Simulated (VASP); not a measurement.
# Ca (I4/mmm) in VASP: further runs

The runs below take Ca through single point, with PBEsol, PBE+D3(BJ), PBE.

All numbers are computed with VASP 6.6.1; they aren't measurements. Logs are shortened: lines on timing, memory, paths and dates and some standing lists are left out, and cuts for length are marked.

### 1 The cell of the first run

The structure is tetragonal, space group I4/mmm (No. 139). Conventional cell: a = 4.410 Å, b = 4.410 Å, c = 4.392 Å, α = 90.00°, β = 90.00°, γ = 90.00°. Ca (site symmetry 4/mmm) has 14 Ca at 3.81 to 4.41 Å within 5.0 Å.

### 2 Single point, PBEsol

File INCAR:

```
SYSTEM = Ca
PREC = Accurate
ENCUT = 500
EDIFF = 1E-6
ISMEAR = 1
SIGMA = 0.1
LREAL = .FALSE.
LASPH = .TRUE.
NELM = 120
ALGO = Normal
ISIF = 2
LWAVE = .FALSE.
LCHARG = .FALSE.
GGA = PS
NBANDS = 11
GGA_COMPAT = .FALSE.
```

File KPOINTS:

```
Automatic mesh
0
G
  6 6 6
  0 0 0
```

File POSCAR:

```
Ca
1.0
   -2.2052049036      2.2052049036      2.1961148100
    2.2052049036     -2.2052049036      2.1961148100
    2.2052049036      2.2052049036     -2.1961148100
Ca
1
Direct
    0.5000000000      0.5000000000      0.0000000000
```

Potentials or basis: VASP PAW PBE potentials, release 64 (Ca_sv).

Command:

```bash
cat potpaw_PBE.64/Ca_sv/POTCAR > POTCAR
mpirun -np 1 vasp_std > vasp.out
```

OUTCAR:

```text
SYSTEM = Ca
   PREC = Accurate
   ENCUT = 500
   EDIFF = 1E-6
   ISMEAR = 1
   LREAL = .FALSE.
   LASPH = .TRUE.
   NELM = 120
   ISIF = 2
   GGA = PS

 ion  position               nearest neighbor table
   1  0.500  0.500  0.000-

  LATTYP: Found a body centered tetragonal cell.
 ALAT       =     4.4104098072
 C/A-ratio  =     0.9958778916

  Lattice vectors:

 A1 = (  -2.2052049036,   2.2052049036,   2.1961148100)
 A2 = (   2.2052049036,  -2.2052049036,   2.1961148100)
 A3 = (   2.2052049036,   2.2052049036,  -2.1961148100)

Analysis of symmetry for initial positions (statically):
=====================================================================
 Subroutine PRICEL returns:
 Original cell was already a primitive cell.

 Routine SETGRP: Setting up the symmetry group for a
 body centered tetragonal supercell.

 Subroutine GETGRP returns: Found 16 space group operations
 (whereof 16 operations were pure point group operations)
 out of a pool of 16 trial point group operations.

The static configuration has the point symmetry D_4h.

Analysis of symmetry for dynamics (positions and initial velocities):
=====================================================================
 Subroutine PRICEL returns:
 Original cell was already a primitive cell.

 Routine SETGRP: Setting up the symmetry group for a
 body centered tetragonal supercell.

 Subroutine GETGRP returns: Found 16 space group operations
 (whereof 16 operations were pure point group operations)
 out of a pool of 16 trial point group operations.

The dynamic configuration has the point symmetry D_4h.

 Subroutine INISYM returns: Found 16 space group operations
 (whereof 16 operations are pure point group operations),
 and found     1 'primitive' translations

----------------------------------------------------------------------------------------

                                     Primitive cell

  volume of cell :      42.7182

  direct lattice vectors                    reciprocal lattice vectors
    -2.205204904  2.205204904  2.196114810     0.000000000  0.226736300  0.227674800
     2.205204904 -2.205204904  2.196114810     0.226736300  0.000000000  0.227674800
     2.205204904  2.205204904 -2.196114810     0.226736300  0.226736300  0.000000000

  length of vectors
     3.814285987  3.814285987  3.814285987     0.321317855  0.321317855  0.320653550

  position of ions in fractional coordinates (direct lattice)
     0.500000000  0.500000000  0.000000000

  ion indices of the primitive-cell ions
   primitive index   ion index
                 1           1

----------------------------------------------------------------------------------------

 KPOINTS: Automatic mesh

Automatic generation of k-mesh.
 Grid dimensions read from file:
 generate k-points for:    6    6    6

 Generating k-lattice:

  Cartesian coordinates                     Fractional coordinates (reciprocal lattice)
     0.000000000  0.037789383  0.037945800     0.166666667 -0.000000000  0.000000000
     0.037789383  0.000000000  0.037945800    -0.000000000  0.166666667  0.000000000
     0.037789383  0.037789383  0.000000000     0.000000000  0.000000000  0.166666667

  Length of vectors
     0.053552976  0.053552976  0.053442258

  Shift w.r.t. Gamma in fractional coordinates (k-lattice)
     0.000000000  0.000000000  0.000000000

 Subroutine IBZKPT returns following result:
 ===========================================

 Found     30 irreducible k-points:

 Following reciprocal coordinates:
            Coordinates               Weight
  0.000000  0.000000  0.000000      1.000000
  0.166667  0.000000  0.000000      8.000000
  0.333333  0.000000 -0.000000      8.000000
  0.500000  0.000000 -0.000000      4.000000
  0.166667  0.166667  0.000000      8.000000
  0.333333  0.166667  0.000000     16.000000
[... 16 lines left out ...]
 -0.333333 -0.333333  0.166667      8.000000
 -0.166667 -0.333333  0.166667      8.000000
 [... further k-points ...]
   k-points           NKPTS =     30   k-points in BZ     NKDIM =     30   number of bands    NBANDS=     11
   number of dos      NEDOS =    301   number of ions     NIONS =      1
   total plane-waves  NPLWV =  21952
   dimension x,y,z NGX =    28 NGY =   28 NGZ =   28
   dimension x,y,z NGXF=    56 NGYF=   56 NGZF=   56
   ions per type =               1
   NGX,Y,Z   is equivalent  to a cutoff of  12.20, 12.20, 12.20 a.u.
   NGXF,Y,Z  is equivalent  to a cutoff of  24.41, 24.41, 24.41 a.u.
 SYSTEM =  Ca
   PREC   = accura    normal or accurate (medium, high low for compatibility)
   ISTART =      0    job   : 0-new  1-cont  2-samecut
   ICHARG =      2    charge: 1-file 2-atom 10-const
   ISPIN  =      1    spin polarized calculation?
   LNONCOLLINEAR =      F non collinear calculations
   LSORBIT =      F    spin-orbit coupling
   LASPH  =      T    aspherical Exc in radial PAW
   ENCUT  =  500.0 eV  36.75 Ry    6.06 a.u.   6.95  6.95  6.95*2*pi/ulx,y,z
   NELM   =    120;   NELMIN=  2; NELMDL= -5     # of ELM steps
   EDIFF  = 0.1E-05   stopping-criterion for ELM
   LREAL  =      F    real-space projection
   EDIFFG = 0.1E-04   stopping-criterion for IOM
   NSW    =      0    number of steps for IOM
   IBRION =     -1    ionic relax: 0-MD 1-quasi-New 2-CG
   NFREE  =      0    steps in history (QN), initial steepest desc. (CG)
   ISIF   =      2    stress and relaxation
   ISYM   =      2    0-nonsym 1-usesym 2-fastsym
   POTIM  = 0.5000    time-step for ionic-motion
   TEBEG  =    0.0;   TEEND  =   0.0 temperature during run
   PSTRESS=    0.0 pullay stress
   NELECT =      10.0000    total number of electrons
   NUPDOWN=      -1.0000    fix difference up-down
   EMIN   =  10.00;   EMAX   =-10.00  energy-range for DOS
   EFERMI =   0.00;   METHOD = LEGACY
   ISMEAR =     1;   SIGMA  =   0.10  broadening in eV -4-tet -1-fermi 0-gaus
   EFERMI_NEDOS =   21; number of points for ismear=-14 and -15
   IALGO  =     38    algorithm
   IMIX   =      4    mixing-type and parameters
     AMIX     =   0.40;   BMIX     =  1.00
     AMIX_MAG =   1.60;   BMIX_MAG =  1.00
  volume/ion in A,a.u.               =      42.72       288.28
  Fermi-wavevector in a.u.,A,eV,Ry     =   1.008952  1.906643 13.850516  1.017984
  Thomas-Fermi vector in A             =   2.141851
   LORBIT       =      0    0 simple, 1 ext, 2 COOP (PROOUT), +10 PAW based schemes
   GGA     = PS    functional components
   LHFCALC =     F    Hartree Fock is set to
   AEXX    =    0.0000 exact exchange contribution
   IVDW    =     0    specifies the selected vdW correction
   LEPSILON=     F    determine dielectric tensor
   LRPA    =     F    only Hartree local field effects (RPA)
 non-spin polarized calculation
 Methfessel and Paxton  Order N= 1 SIGMA  =   0.10
  energy-cutoff  :      500.00
  volume of cell :       42.72
 maximum number of plane-waves:      1096
   NGX = 13   NGY = 13   NGZ = 13

 number of electron      10.0000001 magnetization

 Free energy of the ion-electron system (eV)
  ---------------------------------------------------
  ext. energy  EPLUGINS =         0.00000000
  ---------------------------------------------------
  free energy    TOTEN  =        -2.10526985 eV

  energy without entropy =       -2.10454068  energy(sigma->0) =       -2.10502679

 E-fermi :   1.9006     XC(G=0):  -7.7731

 val. band max:        1.8943419667   @ k =   0.5000   0.5000   0.3333
 cond. band min:       1.9014927867   @ k =  -0.3333   0.5000   0.3333
 fundamental gap:      0.0071508200
 Fermi energy:         1.9006496486

 k-point     1 :       0.0000    0.0000    0.0000
  band No.  band energies     occupation
      1     -40.0415      2.00000
      2     -21.0330      2.00000
      3     -21.0314      2.00000
      4     -21.0314      2.00000
      5      -2.1651      2.00000
      6       4.1336      0.00000
      7       4.1516      0.00000
      8       4.1516      0.00000
      9       5.1874      0.00000
     10       5.2116      0.00000
     11      12.0308      0.00000

 k-point     2 :       0.1667    0.0000    0.0000
  band No.  band energies     occupation
      1     -40.0379      2.00000
      2     -21.0669      2.00000
      3     -21.0431      2.00000
      4     -21.0322      2.00000
      5      -1.6747      2.00000
      6       3.8672     -0.00000
      7       3.8743     -0.00000
      8       4.5109      0.00000
      9       5.0012      0.00000
     10       5.2133      0.00000
     11      11.0309      0.00000

 k-point     3 :       0.3333    0.0000   -0.0000
  band No.  band energies     occupation
      1     -40.0307      2.00000
      2     -21.1351      2.00000
      3     -21.0662      2.00000
      4     -21.0322      2.00000
      5      -0.3525      2.00000
      6       2.8722     -0.00000
      7       3.3979     -0.00000
      8       5.0960      0.00000
      9       5.3427      0.00000
     10       5.4732      0.00000
     11       8.3461      0.00000

 k-point     4 :       0.5000    0.0000   -0.0000
  band No.  band energies     occupation
      1     -40.0271      2.00000
      2     -21.1686      2.00000
      3     -21.0777      2.00000
      4     -21.0322      2.00000
      5       0.9808      2.00000
      6       1.8611      1.61497
      7       3.1928     -0.00000
      8       5.1011      0.00000
      9       5.4704      0.00000
     10       6.2173      0.00000
     11       7.1697      0.00000
[... 239 lines left out ...]
 k-point    22 :      -0.1667    0.5000    0.1667
  band No.  band energies     occupation
      1     -40.0244      2.00000
      2     -21.1592      2.00000
      3     -21.0910      2.00000
      4     -21.0571      2.00000
      5       1.4256      2.00000
      6       1.8597      1.63293
      7       3.5335     -0.00000
      8       4.3841      0.00000
      9       5.6080      0.00000
     10       6.1599      0.00000
     11       7.0712      0.00000

 k-point    23 :      -0.3333   -0.3333    0.1667
  band No.  band energies     occupation
      1     -40.0230      2.00000
      2     -21.1427      2.00000
      3     -21.1116      2.00000
      4     -21.0675      2.00000
      5       1.3837      2.00000
      6       2.3297     -0.00000
      7       3.2473     -0.00000
      8       4.7322      0.00000
      9       5.2356      0.00000
     10       6.2798      0.00000
     11       7.2218      0.00000

 k-point    24 :      -0.1667   -0.3333    0.1667
  band No.  band energies     occupation
      1     -40.0278      2.00000
      2     -21.1293      2.00000
      3     -21.0790      2.00000
      4     -21.0584      2.00000
      5       0.0657      2.00000
      6       2.9179     -0.00000
      7       3.6963     -0.00000
      8       4.3724      0.00000
      9       5.3881      0.00000
     10       5.4310      0.00000
     11       8.4628      0.00000

 [... further k-points ...]
[... 5 lines left out ...]
  --------------------------------------------------------------------------------------
  -------------------------------------------------------------------------------------
  Total       -0.1995548     -0.1995548     -0.2053293      0.0000000      0.0000000      0.0000000
  in kB       -7.4844473     -7.4844473     -7.7010261      0.0000000      0.0000000      0.0000000
  external PRESSURE =      -7.5566403 kB  Pullay stress =       0.0000000 kB

 VOLUME and BASIS-vectors are now :
 -----------------------------------------------------------------------------
  energy-cutoff  :      500.00
  volume of cell :       42.72
      direct lattice vectors                 reciprocal lattice vectors
    -2.205204904  2.205204904  2.196114810     0.000000000  0.226736300  0.227674800
     2.205204904 -2.205204904  2.196114810     0.226736300  0.000000000  0.227674800
     2.205204904  2.205204904 -2.196114810     0.226736300  0.226736300  0.000000000

 POSITION                                       TOTAL-FORCE (eV/Angst)
 -----------------------------------------------------------------------------------
      0.00000      0.00000      2.19611        -0.000000     -0.000000     -0.000000
 -----------------------------------------------------------------------------------
    total drift:                                0.000000     -0.000000      0.000000

  FREE ENERGIE OF THE ION-ELECTRON SYSTEM (eV)
  ---------------------------------------------------
  free  energy   TOTEN  =        -2.1052698504 eV

  energy  without entropy=       -2.1045406836  energy(sigma->0) =       -2.10502679
```

Run time: 23 s. Hardware: 1 thread of Intel Xeon 8259CL, shared host; peak memory 0.15 GiB.

What came out:

```yaml
Free_energy: -2.1053 eV
Pressure: -0.8 GPa
Band_gap_on_the_k_mesh: zero (band 5 reaches 2.06 eV, above the bottom of band 6 at 1.85 eV)
```

Levels at points of the mesh, in eV from the Fermi level:
```tsv
k point	band 3	band 4	band 5	band 6	band 7	band 8
(0.00, 0.00, 0.00)	-22.93	-22.93	-4.07	2.23	2.25	2.25
(0.50, 0.00, 0.00)	-22.98	-22.93	-0.92	-0.04	1.29	3.20
(0.50, 0.50, 0.00)	-22.98	-22.93	-0.93	-0.05	1.32	3.18
(0.50, 0.50, 0.50)	-23.03	-23.03	0.04	0.05	3.82	3.82
```

Caveat: the PAW data sets were made with another functional, which shifts forces and pressure a little.

### 3 Single point, PBE+D3(BJ)

File INCAR:

```
SYSTEM = Ca
ALGO = Normal
EDIFF = 1E-6
ENCUT = 500
GGA = PE
GGA_COMPAT = .False.
ISIF = 2
ISMEAR = 0
IVDW = 12
LASPH = .True.
LCHARG = .False.
LREAL = .False.
LWAVE = .False.
NBANDS = 11
NELM = 120
PREC = Accurate
SIGMA = 0.1
```

File KPOINTS:

```
k-points
0
Gamma
  6 6 6
  0 0 0
```

POSCAR: that of step 2 with these lines changed.

```diff
@@ -8,2 +8,2 @@
 Direct
-    0.5000000000      0.5000000000      0.0000000000
+    1.0580000000      0.8870000000      0.1230000000
```

Potentials or basis: VASP PAW PBE potentials, release 64 (Ca_sv).

Command:

```bash
cat potpaw_PBE.64/Ca_sv/POTCAR > POTCAR
mpirun -np 1 vasp_std > vasp.out
```

Run time: 22 s. Hardware: 1 thread of Intel Xeon 8259CL, shared host; peak memory 0.17 GiB.

It converged, with:

- Free energy: -2.1401 eV
- Pressure: -1.0 GPa
- Band gap on the k mesh: zero (band 5 reaches 2.13 eV, above the bottom of band 6 at 1.91 eV)
- Dispersion energy per atom: -0.228 eV

Levels at points of the mesh, in eV from the Fermi level:
```tsv
k point	band 1	band 2	band 3	band 4	band 5	band 6	band 7	band 8	band 9	band 10
(0.00, 0.00, 0.00)	-42.11	-23.03	-23.03	-23.03	-4.06	2.25	2.27	2.27	3.29	3.31
(0.50, 0.00, 0.00)	-42.10	-23.16	-23.07	-23.03	-0.91	-0.05	1.31	3.21	3.57	4.31
(0.50, 0.50, 0.00)	-42.10	-23.16	-23.07	-23.03	-0.92	-0.06	1.33	3.19	3.56	4.31
(0.50, 0.50, 0.50)	-42.09	-23.13	-23.13	-23.13	0.04	0.05	3.84	3.84	3.91	4.09
```

Caveat: pairwise dispersion overbinds metals, which lowers pressure and volume.

(Continued in part 2 of 2.)
